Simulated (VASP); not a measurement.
Set up this calculation in VASP 6.6.1, as the native input.

| Property | Result |
| --- | --- |
| Task | single point |
| Functional | PBE |
| Potentials or basis | VASP PAW PBE potentials, release 64 (Ta_pv) |
| Cutoff | 520 eV |
| k mesh | 18 × 18 × 18 |
| Occupations | gaussian, width 0.1 eV |
| Spin | no spin polarisation |
| Dipole correction | no |
| Further INCAR settings | ALGO = Normal; EDIFF = 1e-06; NBANDS = 12 |

The structure of Ta lies in POSCAR:

```
Ta
1.0
   -1.7092564408      1.7092564408      1.7092564408
    1.7092564408     -1.7092564408      1.7092564408
    1.7092564408      1.7092564408     -1.7092564408
Ta
1
Direct
    0.0000000000      0.0000000000      0.0000000000
```

This cell differs from its parent crystal: strained.

The input as run:

INCAR

```
SYSTEM = Ta
PREC = Accurate
ENCUT = 520
EDIFF = 1E-6
ISMEAR = 0
SIGMA = 0.1
LREAL = .False.
LASPH = .True.
NELM = 80
ALGO = Normal
ISIF = 2
LWAVE = .False.
LCHARG = .False.
GGA = PE
NBANDS = 12
```

KPOINTS

```
regular mesh
0
Gamma
  18 18 18
  0 0 0
```

Potentials or basis: VASP PAW PBE potentials, release 64 (Ta_pv).

Run with:

```console
$ cat potpaw_PBE.64/Ta_pv/POTCAR > POTCAR
$ mpirun -np 1 vasp_std > vasp.out
```

It gave:

```json
{"Pressure": "-14.6 GPa"}
```

Caveat: the cell differs from its parent crystal (strained).

It took 25 s on 1 thread of Intel Xeon 6975P-C, on a shared host, peak memory 0.17 GiB.
